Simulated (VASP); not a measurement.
# Cu (Pm) in VASP: single point with PBEsol

Aim: the single point of Cu with PBEsol.

Program: VASP 6.6.1. These are calculated values, not measurements. Logs are shortened: lines on timing, memory, paths and dates and some standing lists are left out, and cuts for length are marked.

### 1 The cell of the first run

It takes space group Pm (No. 6, monoclinic). Conventional cell: a = 2.520 Å, b = 8.235 Å, c = 2.520 Å, α = 90.00°, β = 120.00°, γ = 90.00°. Within 3.2 Å of Cu (site symmetry 1) lie 12 Cu at 2.39 to 2.68 Å. Cu (site symmetry m) has 12 Cu at 2.39 to 2.68 Å within 3.2 Å. Within 3.3 Å of Cu (site symmetry m) lie 12 Cu at 2.52 Å.

### 2 Single point, PBEsol (atom 2 (Cu) moved by (-0.300, +0.000) A along x and y)

INCAR

```
PREC = Accurate
ENCUT = 520
EDIFF = 1E-6
ISMEAR = 0
SIGMA = 0.15
LREAL = F
LASPH = T
NELM = 80
ALGO = Fast
ISIF = 2
LWAVE = F
LCHARG = F
GGA = PS
NBANDS = 30
```

KPOINTS

```
regular mesh
0
Gamma
  24 24 6
```

POSCAR

```
Cu
1.0
    2.5197984277      0.0000000000      0.0000000000
   -1.2598992139      2.1822094508      0.0000000000
    0.0000000000      0.0000000000      8.2352547859
Cu
4
Direct
    0.0000000000      0.0000000000      0.0000000000
    0.2142761910      0.6666666667      0.2500000000
    0.0000000000      0.0000000000      0.5000000000
    0.6666666667      0.3333333333      0.7500000000
```

Potentials or basis: VASP PAW PBE potentials, release 64 (Cu).

Launch:

```sh
cat potpaw_PBE.64/Cu/POTCAR > POTCAR
mpirun -np 1 vasp_std > vasp.out
```

OUTCAR:

```text
PREC = Accurate
   ENCUT = 520
   EDIFF = 1E-6
   ISMEAR = 0
   LREAL = F
   LASPH = T
   NELM = 80
   ISIF = 2
   GGA = PS

 ion  position               nearest neighbor table
   1  0.000  0.000  0.000-   2 2.39   4 2.52   4 2.52   4 2.52   2 2.54   2 2.68
   2  0.214  0.667  0.250-   1 2.39   3 2.39   1 2.54   3 2.54   1 2.68   3 2.68
   3  0.000  0.000  0.500-   2 2.39   4 2.52   4 2.52   4 2.52   2 2.54   2 2.68
   4  0.667  0.333  0.750-   1 2.52   3 2.52   1 2.52   3 2.52   1 2.52   3 2.52

  LATTYP: Found a hexagonal cell.
 ALAT       =     2.5197984277
 C/A-ratio  =     3.2682196700

  Lattice vectors:

 A1 = (   2.5197984277,   0.0000000000,   0.0000000000)
 A2 = (  -1.2598992139,   2.1822094508,   0.0000000000)
 A3 = (   0.0000000000,   0.0000000000,   8.2352547859)

Analysis of symmetry for initial positions (statically):
=====================================================================
 Subroutine PRICEL returns:
 Original cell was already a primitive cell.

 Routine SETGRP: Setting up the symmetry group for a
 hexagonal supercell.

 Subroutine GETGRP returns: Found  2 space group operations
 (whereof  1 operations were pure point group operations)
 out of a pool of 24 trial point group operations.

The static configuration has the point symmetry C_1 .
 The point group associated with its full space group is C_1h.

Analysis of symmetry for dynamics (positions and initial velocities):
=====================================================================
 Subroutine PRICEL returns:
 Original cell was already a primitive cell.

 Routine SETGRP: Setting up the symmetry group for a
 hexagonal supercell.

 Subroutine GETGRP returns: Found  2 space group operations
 (whereof  1 operations were pure point group operations)
 out of a pool of 24 trial point group operations.

The dynamic configuration has the point symmetry C_1 .
 The point group associated with its full space group is C_1h.

 Subroutine INISYM returns: Found  2 space group operations
 (whereof  1 operations are pure point group operations),
 and found     1 'primitive' translations

----------------------------------------------------------------------------------------

                                     Primitive cell

  volume of cell :      45.2834

  direct lattice vectors                    reciprocal lattice vectors
     2.519798428  0.000000000  0.000000000     0.396857141  0.229125577  0.000000000
    -1.259899214  2.182209451  0.000000000     0.000000000  0.458251154  0.000000000
     0.000000000  0.000000000  8.235254786     0.000000000  0.000000000  0.121429151

  length of vectors
     2.519798428  2.519798428  8.235254786     0.458251154  0.458251154  0.121429151

  position of ions in fractional coordinates (direct lattice)
     0.000000000  0.000000000  0.000000000
     0.214276191  0.666666667  0.250000000
     0.000000000  0.000000000  0.500000000
     0.666666667  0.333333333  0.750000000

  ion indices of the primitive-cell ions
   primitive index   ion index
                 1           1
                 2           2
                 3           3
                 4           4

----------------------------------------------------------------------------------------

 KPOINTS: regular mesh

Automatic generation of k-mesh.
 Grid dimensions read from file:
 generate k-points for:   24   24    6

 Generating k-lattice:

  Cartesian coordinates                     Fractional coordinates (reciprocal lattice)
     0.016535714  0.009546899  0.000000000     0.041666667  0.000000000  0.000000000
     0.000000000  0.019093798  0.000000000     0.000000000  0.041666667  0.000000000
     0.000000000  0.000000000  0.020238192     0.000000000  0.000000000  0.166666667

  Length of vectors
     0.019093798  0.019093798  0.020238192

  Shift w.r.t. Gamma in fractional coordinates (k-lattice)
     0.000000000  0.000000000  0.000000000

 Subroutine IBZKPT returns following result:
 ===========================================

 Found   1160 irreducible k-points:

 Following reciprocal coordinates:
            Coordinates               Weight
  0.000000  0.000000  0.000000      1.000000
  0.041667  0.000000  0.000000      2.000000
  0.000000  0.041667  0.000000      2.000000
 -0.041667  0.041667  0.000000      2.000000
  0.083333  0.000000  0.000000      2.000000
  0.000000  0.083333  0.000000      2.000000
[... 16 lines left out ...]
  0.333333  0.000000  0.000000      2.000000
  0.000000  0.333333  0.000000      2.000000
 [... further k-points ...]
   k-points           NKPTS =   1160   k-points in BZ     NKDIM =   1160   number of bands    NBANDS=     30
   number of dos      NEDOS =    301   number of ions     NIONS =      4
   total plane-waves  NPLWV =  25600
   dimension x,y,z NGX =    20 NGY =   20 NGZ =   64
   dimension x,y,z NGXF=    40 NGYF=   40 NGZF=  128
   ions per type =               4
   NGX,Y,Z   is equivalent  to a cutoff of  13.20, 13.20, 12.92 a.u.
   NGXF,Y,Z  is equivalent  to a cutoff of  26.39, 26.39, 25.84 a.u.
 SYSTEM =  unknown system
   PREC   = accura    normal or accurate (medium, high low for compatibility)
   ISTART =      0    job   : 0-new  1-cont  2-samecut
   ICHARG =      2    charge: 1-file 2-atom 10-const
   ISPIN  =      1    spin polarized calculation?
   LNONCOLLINEAR =      F non collinear calculations
   LSORBIT =      F    spin-orbit coupling
   LASPH  =      T    aspherical Exc in radial PAW
   ENCUT  =  520.0 eV  38.22 Ry    6.18 a.u.   4.69  4.69 15.31*2*pi/ulx,y,z
   NELM   =     80;   NELMIN=  2; NELMDL= -5     # of ELM steps
   EDIFF  = 0.1E-05   stopping-criterion for ELM
   LREAL  =      F    real-space projection
[... 7 lines left out ...]
   TEBEG  =    0.0;   TEEND  =   0.0 temperature during run
   PSTRESS=    0.0 pullay stress
   NELECT =      44.0000    total number of electrons
   NUPDOWN=      -1.0000    fix difference up-down
   EMIN   =  10.00;   EMAX   =-10.00  energy-range for DOS
   EFERMI =   0.00;   METHOD = LEGACY
   ISMEAR =     0;   SIGMA  =   0.15  broadening in eV -4-tet -1-fermi 0-gaus
   EFERMI_NEDOS =   21; number of points for ismear=-14 and -15
   IALGO  =     68    algorithm
   IMIX   =      4    mixing-type and parameters
     AMIX     =   0.40;   BMIX     =  1.00
     AMIX_MAG =   1.60;   BMIX_MAG =  1.00
  volume/ion in A,a.u.               =      11.32        76.40
  Fermi-wavevector in a.u.,A,eV,Ry     =   1.621484  3.064160 35.772573  2.629210
  Thomas-Fermi vector in A             =   2.715252
   LORBIT       =      0    0 simple, 1 ext, 2 COOP (PROOUT), +10 PAW based schemes
   GGA     = PS    functional components
   LHFCALC =     F    Hartree Fock is set to
   AEXX    =    0.0000 exact exchange contribution
   IVDW    =     0    specifies the selected vdW correction
   LEPSILON=     F    determine dielectric tensor
   LRPA    =     F    only Hartree local field effects (RPA)
 non-spin polarized calculation
 RMM-DIIS sequential band-by-band and
 Gauss-broadening in eV      SIGMA  =   0.15
  energy-cutoff  :      520.00
  volume of cell :       45.28
 maximum number of plane-waves:      1242
   NGX =  9   NGY =  9   NGZ = 31

 number of electron      43.9999984 magnetization

 Free energy of the ion-electron system (eV)
  ---------------------------------------------------
  ext. energy  EPLUGINS =         0.00000000
  ---------------------------------------------------
  free energy    TOTEN  =       -17.15541741 eV

  energy without entropy =      -17.14394787  energy(sigma->0) =      -17.14968264

 E-fermi :   7.9350     XC(G=0): -13.1546

 val. band max:        7.9333707749   @ k =   0.0000   0.1667   0.3333
 cond. band min:       7.9352572951   @ k =   0.2917   0.0417   0.3333
 fundamental gap:      0.0018865202
 Fermi energy:         7.9350118892

 k-point     1 :       0.0000    0.0000    0.0000
  band No.  band energies     occupation
      1      -1.7802      2.00000
      2       0.4000      2.00000
      3       0.4042      2.00000
      4       2.6065      2.00000
      5       4.4154      2.00000
      6       4.4558      2.00000
[... 22 lines left out ...]
     29      30.2288      0.00000
     30      30.3119      0.00000

 k-point     2 :       0.0417    0.0000    0.0000
  band No.  band energies     occupation
      1      -1.7223      2.00000
      2       0.4517      2.00000
      3       0.4559      2.00000
      4       2.6409      2.00000
      5       4.3969      2.00000
      6       4.4474      2.00000
[... 22 lines left out ...]
     29      29.1840      0.00000
     30      29.7296      0.00000

 k-point     3 :       0.0000    0.0417    0.0000
  band No.  band energies     occupation
      1      -1.7221      2.00000
      2       0.4521      2.00000
      3       0.4562      2.00000
      4       2.6419      2.00000
      5       4.3959      2.00000
      6       4.4421      2.00000
[... 22 lines left out ...]
     29      29.2728      0.00000
     30      29.6377      0.00000

 k-point     4 :      -0.0417    0.0417    0.0000
  band No.  band energies     occupation
      1      -1.7220      2.00000
      2       0.4523      2.00000
      3       0.4564      2.00000
      4       2.6424      2.00000
      5       4.3869      2.00000
      6       4.4370      2.00000
[... 22 lines left out ...]
     29      29.5386      0.00000
     30      29.6250      0.00000

 k-point     5 :       0.0833    0.0000    0.0000
  band No.  band energies     occupation
      1      -1.5494      2.00000
      2       0.6047      2.00000
      3       0.6088      2.00000
      4       2.7404      2.00000
      5       4.3471      2.00000
      6       4.4232      2.00000
[... 22 lines left out ...]
     29      28.2198      0.00000
     30      28.3194      0.00000
[... 526 lines left out ...]
     29      22.7179      0.00000
     30      22.8463      0.00000

 k-point    22 :      -0.2917    0.2917    0.0000
  band No.  band energies     occupation
      1       0.8325      2.00000
      2       2.3137      2.00000
      3       2.3192      2.00000
      4       3.5301      2.00000
      5       3.9611      2.00000
      6       3.9861      2.00000
[... 22 lines left out ...]
     29      22.7963      0.00000
     30      22.8702      0.00000

 k-point    23 :       0.3333    0.0000    0.0000
  band No.  band energies     occupation
      1       1.4265      2.00000
      2       2.5918      2.00000
      3       2.6101      2.00000
      4       3.3800      2.00000
      5       3.6489      2.00000
      6       3.9358      2.00000
[... 22 lines left out ...]
     29      22.6807      0.00000
     30      22.7166      0.00000

 k-point    24 :       0.0000    0.3333    0.0000
  band No.  band energies     occupation
      1       1.4617      2.00000
      2       2.5630      2.00000
      3       2.5813      2.00000
      4       3.4682      2.00000
      5       3.7722      2.00000
      6       3.9200      2.00000
[... 22 lines left out ...]
     29      22.6938      0.00000
     30      22.7833      0.00000

 [... further k-points ...]

------------------------ aborting loop because EDIFF is reached ----------------------------------------

  FORCE on cell =-STRESS in cart. coord.  units (eV):
  Direction    XX          YY          ZZ          XY          YZ          ZX
  --------------------------------------------------------------------------------------
  -------------------------------------------------------------------------------------
  Total        0.1307177      0.2421742      0.9084787     -0.5699645      0.0000000      0.0000000
  in kB        4.6249363      8.5683899     32.1429752    -20.1659717      0.0000000      0.0000000
  external PRESSURE =      15.1121004 kB  Pullay stress =       0.0000000 kB

 VOLUME and BASIS-vectors are now :
 -----------------------------------------------------------------------------
  energy-cutoff  :      520.00
  volume of cell :       45.28
      direct lattice vectors                 reciprocal lattice vectors
     2.519798428  0.000000000  0.000000000     0.396857141  0.229125577  0.000000000
    -1.259899214  2.182209451  0.000000000     0.000000000  0.458251154  0.000000000
     0.000000000  0.000000000  8.235254786     0.000000000  0.000000000  0.121429151

 POSITION                                       TOTAL-FORCE (eV/Angst)
 -----------------------------------------------------------------------------------
      0.00000      0.00000      0.00000        -0.221771      0.093882     -0.138169
     -0.30000      1.45481      2.05881         0.450126     -0.188522      0.000000
      0.00000      0.00000      4.11763        -0.221771      0.093882      0.138169
      1.25990      0.72740      6.17644        -0.006584      0.000758      0.000000
 -----------------------------------------------------------------------------------
    total drift:                                0.000242      0.000252     -0.000000

  FREE ENERGIE OF THE ION-ELECTRON SYSTEM (eV)
  ---------------------------------------------------
  free  energy   TOTEN  =       -17.1554174148 eV

  energy  without entropy=      -17.1439478668  energy(sigma->0) =      -17.14968264
```

Run time: 26 min. Hardware: 1 thread of Oxide Virtual Turin-like, shared host; peak memory 1 GiB.

What came out:

```yaml
Free_energy: -17.1554 eV
Pressure: 1.5 GPa
Largest_force: 0.488 eV/Å
Band_gap_on_the_k_mesh: zero (bands 22 and 23 overlap by 5.26 eV)
```

Forces on the atoms (eV/Å):
```
Cu  -0.222  0.094 -0.138
Cu   0.450 -0.189  0.000
Cu  -0.222  0.094  0.138
Cu  -0.007  0.001  0.000
```

Stress tensor (GPa, compression positive):
```
 0.46 -2.02  0.00
-2.02  0.86  0.00
 0.00  0.00  3.21
```

Caveat: the cell differs from its parent crystal (atom 2 (Cu) moved by (-0.300, +0.000) A along x and y); the PAW data sets were made with another functional, which shifts forces and pressure a little.
